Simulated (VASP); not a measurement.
## Hg: single point with PBEsol

Crystal: Hg.

```
Hg
1.0
     3.47312    0.00000    0.00000
    -1.73656    3.00781    0.00000
     0.00000    0.00000   11.49443
Hg
4
Direct
  0.00000 0.00000 0.00000
  0.33333 0.66667 0.25000
  0.00000 0.00000 0.50000
  0.66667 0.33333 0.75000
```

This cell differs from its parent crystal: strained.

```
Program             : VASP 6.6.1
Task                : single point
Functional          : PBEsol
Potentials or basis : VASP PAW PBE potentials, release 64 (Hg)
Cutoff              : 520 eV
k mesh              : 12 × 12 × 4
Occupations         : gaussian, width 0.05 eV
Spin                : no spin polarisation
```

| Item | Value |
| --- | --- |
| Pressure | -2.7 GPa |
| Band gap on the k mesh | zero (bands 24 and 25 overlap by 0.26 eV) |

Stress tensor (GPa, compression positive):
```
-2.55  0.00  0.00
 0.00 -2.55  0.00
 0.00  0.00 -2.99
```

Levels at points of the mesh, in eV from the Fermi level:
| k point | band 22 | band 23 | band 24 | band 25 | band 26 | band 27 |
| --- | --- | --- | --- | --- | --- | --- |
| (0.00, 0.00, 0.00) | -5.08 | -5.08 | -1.60 | -0.22 | 5.86 | 5.87 |
| (0.50, 0.00, 0.00) | -1.62 | -0.89 | -0.38 | 0.10 | 0.43 | 2.64 |
| (0.00, 0.00, 0.50) | -5.14 | -3.45 | -3.45 | 2.26 | 2.26 | 9.88 |
| (0.50, 0.00, 0.50) | -1.62 | -1.07 | -1.07 | 1.23 | 1.23 | 1.76 |

Wall time 5.1 min on 1 thread of Oxide Virtual Turin-like Processor, with other jobs on the host, peak memory 0.31 GiB.

Caveat: the cell differs from its parent crystal (strained); the PAW data sets were made with another functional, which shifts forces and pressure a little; spin-orbit coupling is left out, which moves the levels of the heavy elements.
